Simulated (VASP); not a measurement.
A run of VASP 6.6.1 is set up as follows.

INCAR

```
PREC = Accurate
ENCUT = 520
EDIFF = 1E-7
ISMEAR = -1
SIGMA = 0.1
LREAL = False
LASPH = True
NELM = 80
ALGO = Normal
ISIF = 2
LWAVE = False
LCHARG = False
GGA = PE
NBANDS = 34
```

File KPOINTS:

```
regular mesh
0
Gamma
  12 12 3
```

POSCAR

```
Tl
1.0
    3.5487408888      0.0000000000      0.0000000000
   -1.7743704444      3.0732997612      0.0000000000
    0.0000000000      0.0000000000     11.4512288880
Tl
4
Direct
    1.0000000000      0.0000000000      1.0000000000
    1.0000000000      1.0000000000      0.5000000000
    0.3333333333      0.6666666667      0.2500000000
    0.6666666667      0.3333333333      0.7500000000
```

Potentials or basis: VASP PAW PBE potentials, release 64 (Tl_d).

Launch:

```console
$ cat potpaw_PBE.64/Tl_d/POTCAR > POTCAR
$ mpirun -np 1 vasp_std > vasp.out
```

Q: Predict the band gap on the k mesh.

A: Zero (bands 26 and 27 overlap by 4.01 eV).

Q: What does it give for the pressure?

A: 0.0 GPa.

Stress tensor (GPa, compression positive):
```
 0.08  0.00  0.00
 0.00  0.08  0.00
 0.00  0.00 -0.17
```

Caveat: spin-orbit coupling is left out, which moves the levels of the heavy elements.
